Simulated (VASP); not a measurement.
Ta, 2 atoms in the cell. Symmetry: Im-3m, No. 229, cubic system. The conventional cell has a = 3.320 Å, b = 3.320 Å, c = 3.320 Å, α = 90.00°, β = 90.00°, γ = 90.00°. Ta (site symmetry m-3m) has 14 Ta at 2.87 to 3.32 Å within 3.8 Å. 

- Program: VASP 6.6.1
- Task: single point
- Functional: PBE
- Potentials or basis: VASP PAW PBE potentials, release 64 (Ta_pv)
- Cutoff: 520 eV
- k mesh: 12 × 12 × 12
- Occupations: fermi-dirac, width 0.08 eV
- Spin: no spin polarisation
- Dipole correction: no
- Further INCAR settings: ALGO = Normal; EDIFF = 1e-06; NBANDS = 18

Potentials or basis: VASP PAW PBE potentials, release 64 (Ta_pv).

Launch:

```console
$ cat potpaw_PBE.64/Ta_pv/POTCAR > POTCAR
$ mpirun -np 1 vasp_std > vasp.out
```

Hardware: 1 thread of Intel(R) Xeon(R) Platinum 8488C (Sapphire Rapids), with other jobs on the host.

Q: How long does it take, and how much memory?

A: It took 39 s on 1 thread of Intel(R) Xeon(R) Platinum 8488C (Sapphire Rapids), on a shared host, peak memory 0.18 GiB. Counts: scf iterations 11, k points 84.
